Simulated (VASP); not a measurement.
Wanted: the native input for a VASP 6.6.1 run.

```
Task                   : single point
Functional             : PBE
Potentials or basis    : VASP PAW PBE potentials, release 64 (Sn_d, O)
Cutoff                 : 520 eV
k mesh                 : 8 × 8 × 2
Occupations            : gaussian, width 0.1 eV
Spin                   : no spin polarisation
Dipole correction      : no
Further INCAR settings : ALGO = Normal; EDIFF = 1e-06; NBANDS = 65
```

The structure of Sn3O2 lies in POSCAR:

```
Sn3O2
1.0
    3.7862735842      0.0000000000      0.0000000000
    0.0000000000      3.7862735842      0.0000000000
    0.0000000000      0.0000000000     14.8072161435
Sn O
6 4
Direct
    0.0000000000      0.5000000000      0.2536172190
    0.5000000000      0.0000000000      0.0925220936
    0.5000000000      0.0000000000      0.7463827810
    0.0000000000      0.5000000000      0.9074779064
    0.5000000000      0.0000000000      0.4345512762
    0.0000000000      0.5000000000      0.5654487238
    0.5000000000      0.5000000000      0.1719787114
    0.0000000000      0.0000000000      0.1719787114
    0.5000000000      0.5000000000      0.8280212886
    0.0000000000      0.0000000000      0.8280212886
```

The input as run:

INCAR

```
SYSTEM = Sn3O2
PREC = Accurate
ENCUT = 520
EDIFF = 1E-6
ISMEAR = 0
SIGMA = 0.1
LREAL = .FALSE.
LASPH = .TRUE.
NELM = 80
ALGO = Normal
ISIF = 2
LWAVE = .FALSE.
LCHARG = .TRUE.
GGA = PE
LELF = .TRUE.
LVHAR = .TRUE.
NBANDS = 65
```

KPOINTS

```
regular mesh
0
G
  8 8 2
  0 0 0
```

Potentials or basis: VASP PAW PBE potentials, release 64 (Sn_d, O).

Launch:

```console
$ cat potpaw_PBE.64/Sn_d/POTCAR potpaw_PBE.64/O/POTCAR > POTCAR
$ mpirun -np 1 vasp_std > vasp.out
```

It gave:

```yaml
Pressure: 0.1 GPa
Largest_force: 0.085 eV/Å
Band_gap_on_the_k_mesh: zero (bands 54 and 55 overlap by 1.37 eV)
```

Caveat: spin-orbit coupling is left out, which moves the levels of the heavy elements.

Run time: 6.9 min on 1 thread of Intel(R) Xeon(R) Platinum 8488C (Sapphire Rapids), with other jobs on the host, peak memory 0.45 GiB.
